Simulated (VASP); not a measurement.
Write the native input for VASP 6.6.1 that does the following.

| Property | Result |
| --- | --- |
| Task | single point |
| Functional | LDA |
| Potentials or basis | VASP PAW LDA potentials, release 64 (Ga_d, N) |
| Cutoff | 520 eV |
| k mesh | 8 × 8 × 8 |
| Occupations | gaussian, width 0.01 eV |
| Spin | no spin polarisation |
| Dipole correction | no |
| Further INCAR settings | ALGO = Normal; EDIFF = 1e-06; NBANDS = 16 |

The structure of GaN lies in POSCAR:

```
GaN
1.0
    0.0000000000      2.2332881489      2.2332881489
    2.2332881489      0.0000000000      2.2332881489
    2.2332881489      2.2332881489      0.0000000000
Ga N
1 1
Direct
    0.0000000000      0.0000000000      0.0000000000
    0.7500000000      0.7500000000      0.7500000000
```

One way to write it, as run:

INCAR

```
SYSTEM = GaN
ALGO = Normal ; EDIFF = 1E-6
ENCUT = 520 ; GGA = CA
ISIF = 2 ; ISMEAR = 0
LASPH = .TRUE. ; LCHARG = .FALSE.
LREAL = .FALSE. ; LWAVE = .FALSE.
NBANDS = 16 ; NELM = 100
PREC = Accurate ; SIGMA = 0.01
```

KPOINTS

```
k-points
0
G
  8 8 8
  0 0 0
```

Potentials or basis: VASP PAW LDA potentials, release 64 (Ga_d, N).

Launch:

```sh
$ cat potpaw_LDA.64/Ga_d/POTCAR potpaw_LDA.64/N/POTCAR > POTCAR
$ mpirun -np 1 vasp_std > vasp.out
```

It gave:

```json
{
 "Pressure": "-0.4 GPa",
 "Band gap on the k mesh": "1.92 eV, direct"
}
```

It took 4.2 s on 1 thread of Intel(R) Xeon(R) 6975P-C (Granite Rapids), on a shared host, peak memory 0.12 GiB.
